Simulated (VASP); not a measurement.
A run of VASP 6.6.1 is set up as follows.

File INCAR:

```
SYSTEM = SrTiO3
ALGO = Normal ; EDIFF = 1E-6
ENCUT = 520 ; GGA = PE
ISIF = 2 ; ISMEAR = 0
LASPH = .TRUE. ; LCHARG = .FALSE.
LREAL = .FALSE. ; LWAVE = .FALSE.
NBANDS = 51 ; NELM = 100
PREC = Accurate ; SIGMA = 0.05
```

Contents of KPOINTS:

```
k-points
0
G
  8 8 8
  0 0 0
```

File POSCAR:

```
SrTiO3
1.0
   -2.7777137596      2.7777137596      3.9464442078
    2.7777137596     -2.7777137596      3.9464442078
    2.7777137596      2.7777137596     -3.9464442078
Sr Ti O
2 2 6
Direct
    0.7500000000      0.2500000000      0.5000000000
    0.2500000000      0.7500000000      0.5000000000
    0.0137860341     -0.0115741176      0.0022119164
    0.5137860341      0.4884258824      0.0022119164
    0.2500000000      0.2500000000      0.0000000000
    0.7500000000      0.7500000000      0.0000000000
    0.7281949606      0.2281949606      0.9563899212
    0.2281949606      0.2718050394      0.5000000000
    0.2718050394      0.7718050394      0.0436100788
    0.7718050394      0.7281949606      0.5000000000
```

Potentials or basis: VASP PAW PBE potentials, release 64 (Sr_sv, Ti_sv, O).

Run with:

```bash
$ cat potpaw_PBE.64/Sr_sv/POTCAR potpaw_PBE.64/Ti_sv/POTCAR potpaw_PBE.64/O/POTCAR > POTCAR
$ mpirun -np 1 vasp_std > vasp.out
```

Problem. Estimate the largest force.

Solution. 0.385 eV/Å.

Problem. What does it give for the pressure?

Solution. 1.2 GPa.

Stress tensor (GPa, compression positive):
```
 1.41 -0.71  0.00
-0.71  1.49  0.00
 0.00  0.00  0.73
```

Caveat: the cell differs from its parent crystal (all Ti atoms moved -0.100 Å, as atom 3 towards its neighbour atom 7 (O) at 1.972 Å).
